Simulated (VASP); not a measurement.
Set up this calculation in VASP 6.6.1, as the native input.

```
Task                   : single point
Functional             : r2SCAN
Potentials or basis    : VASP PAW PBE potentials, release 64 (Zn, S)
Cutoff                 : 520 eV
k mesh                 : 16 × 16 × 16
Occupations            : fermi-dirac, width 0.08 eV
Spin                   : no spin polarisation
Dipole correction      : no
Further INCAR settings : ALGO = Normal; EDIFF = 1e-06; NBANDS = 16
```

The system is ZnS (rocksalt type).

```
CELL_PARAMETERS angstrom
0.00000 2.07371 2.07371
2.07371 0.00000 2.07371
2.07371 2.07371 0.00000
ATOMIC_POSITIONS crystal
Zn 0.00000 0.00000 0.00000
S 0.50000 0.50000 0.50000
```

This cell differs from its parent crystal: volume scaled by 0.55.

The input as run:

POSCAR

```
ZnS
1.0
    0.0000000000      2.0737104238      2.0737104238
    2.0737104238      0.0000000000      2.0737104238
    2.0737104238      2.0737104238      0.0000000000
Zn S
1 1
Direct
    0.0000000000      0.0000000000      0.0000000000
    0.5000000000      0.5000000000      0.5000000000
```

INCAR.step1

```
SYSTEM = ZnS
PREC = Accurate
ENCUT = 520
ISMEAR = -1
SIGMA = 0.08
LREAL = .False.
LASPH = .True.
NELM = 80
NBANDS = 16
GGA = PE
ALGO = Normal
EDIFF = 1E-4
LWAVE = .True.
LCHARG = .False.
```

INCAR.step2

```
SYSTEM = ZnS
PREC = Accurate
ENCUT = 520
EDIFF = 1E-6
ISMEAR = -1
SIGMA = 0.08
LREAL = .False.
LASPH = .True.
NELM = 80
ALGO = Normal
ISIF = 2
LWAVE = .False.
LCHARG = .False.
METAGGA = R2SCAN
LMIXTAU = .True.
NBANDS = 16
ISTART = 1
```

KPOINTS

```
regular mesh
0
Gamma
  16 16 16
  0 0 0
```

Potentials or basis: VASP PAW PBE potentials, release 64 (Zn, S).

Run with:

```bash
$ cat potpaw_PBE.64/Zn/POTCAR potpaw_PBE.64/S/POTCAR > POTCAR
$ cp INCAR.step1 INCAR
$ mpirun -np 1 vasp_std > vasp.out
$ cp INCAR.step2 INCAR
$ mpirun -np 1 vasp_std > vasp.out
```

It gave:

```
Pressure               : 217.3 GPa
Band gap on the k mesh : zero (band 9 reaches 13.00 eV, above the bottom of band 10 at 12.63 eV)
```

Caveat: the PAW data sets were made with another functional, which shifts forces and pressure a little.

It took 2.2 min on 1 thread of AMD EPYC 9R45 96-Core Processor (Zen 5), on a shared host, peak memory 0.14 GiB.
